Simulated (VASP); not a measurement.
Input of a VASP 6.6.1 run:

POSCAR

```
KMgF3
1.0
    3.9808228008      0.0000000000      0.0000000000
    0.0000000000      3.9808228008      0.0000000000
    0.0000000000      0.0000000000      3.9808228008
K Mg F
1 1 3
Direct
    0.5000000000      0.5000000000      0.5000000000
    0.0000000000      0.0000000000      0.0000000000
    0.0000000000      0.0000000000      0.5000000000
    0.0000000000      0.5000000000      0.0000000000
    0.5000000000      0.0000000000      0.0000000000
```

The input INCAR.step1:

```
SYSTEM = KMgF3
  PREC = Accurate
  ENCUT = 520
  ISMEAR = -1
  SIGMA = 0.05
  LREAL = .FALSE.
  LASPH = .TRUE.
  NELM = 80
  NBANDS = 24
  GGA = PE
  ALGO = Normal
  EDIFF = 1E-4
  LWAVE = .TRUE.
  LCHARG = .FALSE.
```

File INCAR.step2:

```
SYSTEM = KMgF3
  PREC = Accurate
  ENCUT = 520
  EDIFF = 1E-6
  ISMEAR = -1
  SIGMA = 0.05
  LREAL = .FALSE.
  LASPH = .TRUE.
  NELM = 80
  ALGO = Normal
  ISIF = 2
  LWAVE = .FALSE.
  LCHARG = .FALSE.
  METAGGA = R2SCAN
  LMIXTAU = .TRUE.
  NBANDS = 24
  ISTART = 1
```

Contents of KPOINTS:

```
regular mesh
0
G
  7 7 7
  0 0 0
```

Potentials or basis: VASP PAW PBE potentials, release 64 (K_sv, Mg, F).

The run is started by

```sh
$ cat potpaw_PBE.64/K_sv/POTCAR potpaw_PBE.64/Mg/POTCAR potpaw_PBE.64/F/POTCAR > POTCAR
$ cp INCAR.step1 INCAR
$ mpirun -np 1 vasp_std > vasp.out
$ cp INCAR.step2 INCAR
$ mpirun -np 1 vasp_std > vasp.out
```

(1) Predict the pressure.

(2) Predict the band gap on the k mesh.

Answers

(1) -0.6 GPa.

(2) 8.31 eV, indirect (least direct gap 8.60 eV).

Caveat: the PAW data sets were made with another functional, which shifts forces and pressure a little.
